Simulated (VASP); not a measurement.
Here is a VASP 6.6.1 calculation.

Contents of INCAR:

```
SYSTEM = Ru
ALGO = Normal
EDIFF = 1E-8
ENCUT = 520
GGA = CA
IBRION = 8
ISIF = 2
ISMEAR = -1
LASPH = .True.
LCHARG = .False.
LREAL = .False.
LWAVE = .False.
NBANDS = 21
NELM = 100
NSW = 1
PREC = Accurate
SIGMA = 0.15
```

Contents of KPOINTS:

```
k-points
0
Gamma
  15 15 8
  0 0 0
```

The input POSCAR:

```
Ru
1.0
    2.6759834075      0.0000000000      0.0000000000
   -1.3379917037      2.3174696110      0.0000000000
    0.0000000000      0.0000000000      4.2262880382
Ru
2
Direct
    0.3333333333      0.6666666667      0.2500000000
    0.6666666667      0.3333333333      0.7500000000
```

Potentials or basis: VASP PAW LDA potentials, release 64 (Ru_pv).

Command:

```bash
$ cat potpaw_LDA.64/Ru_pv/POTCAR > POTCAR
$ mpirun -np 1 vasp_std > vasp.out
```

Question: What does it give for the highest phonon frequency at Γ?

Answer: 273 cm⁻¹.

Phonon frequencies in cm⁻¹ (negative: imaginary):
| q point | frequencies |
| --- | --- |
| (0.000, 0.000, 0.000) | 0 0 0 204 204 273 |
